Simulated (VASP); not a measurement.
Input of a VASP 6.6.1 run:

POSCAR

```
Sc2Al
1.0
   -1.8564911907      1.8564911907      4.5542049521
    1.8564911907     -1.8564911907      4.5542049521
    1.8564911907      1.8564911907     -4.5542049521
Sc Al
2 1
Direct
    0.6650000000      0.6650000000      0.0000000000
    0.3350000000      0.3350000000      0.0000000000
    0.0000000000      0.0000000000      0.0000000000
```

File INCAR.step1:

```
  PREC = Accurate
  ENCUT = 520
  ISMEAR = 0
  SIGMA = 0.1
  LREAL = F
  LASPH = T
  NELM = 60
  NBANDS = 20
  GGA = PE
  ALGO = Normal
  EDIFF = 1E-4
  LWAVE = T
  LCHARG = F
```

INCAR.step2

```
  PREC = Accurate
  ENCUT = 520
  EDIFF = 1E-6
  ISMEAR = 0
  SIGMA = 0.1
  LREAL = F
  LASPH = T
  NELM = 60
  ALGO = Normal
  ISIF = 2
  LWAVE = F
  LCHARG = F
  METAGGA = R2SCAN
  LMIXTAU = T
  NBANDS = 20
  ISTART = 1
```

The input KPOINTS:

```
Automatic mesh
0
Gamma
  6 6 6
```

Potentials or basis: VASP PAW PBE potentials, release 64 (Sc_sv, Al).

Run with:

```console
$ cat potpaw_PBE.64/Sc_sv/POTCAR potpaw_PBE.64/Al/POTCAR > POTCAR
$ cp INCAR.step1 INCAR
$ mpirun -np 1 vasp_std > vasp.out
$ cp INCAR.step2 INCAR
$ mpirun -np 1 vasp_std > vasp.out
```

Question: Estimate the largest force.

Answer: 0.258 eV/Å.

Question: What does it give for the pressure?

Answer: 1.3 GPa.

Question: Estimate the band gap on the k mesh.

Answer: Zero (an odd number of electrons rules out a gap without spin polarisation).

Stress tensor (GPa, compression positive):
```
-0.20  0.00  0.00
 0.00 -0.20  0.00
 0.00  0.00  4.24
```

Caveat: the PAW data sets were made with another functional, which shifts forces and pressure a little.
